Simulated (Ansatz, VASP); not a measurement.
# Tl in VASP and in Ansatz

```
CELL_PARAMETERS angstrom
-1.99477 1.99477 1.99477
1.99477 -1.99477 1.99477
1.99477 1.99477 -1.99477
ATOMIC_POSITIONS crystal
Tl 0.00000 0.00000 0.00000
```

Alike in both runs: task single point; functional revPBE; k mesh 12 × 12 × 12; occupations fermi-dirac, width 0.1 eV; no spin polarisation.

```csv
,VASP,Ansatz
version,VASP 6.6.1,Ansatz 0.2.0
potentials or method,"VASP PAW PBE potentials, release 64 (Tl_d), cutoff 520 eV","plane waves (420 eV) with PAW, scalar-relativistic"
valence electrons in the cell,13,13
```

Ansatz gave:

```
pressure (GPa) : 1.0
```

Problem. What did VASP give for the same quantities?

Solution. Pressure (GPa): 0.9.

VASP's potentials were made for PBE, not for revPBE.

Neither program's run includes spin-orbit coupling.
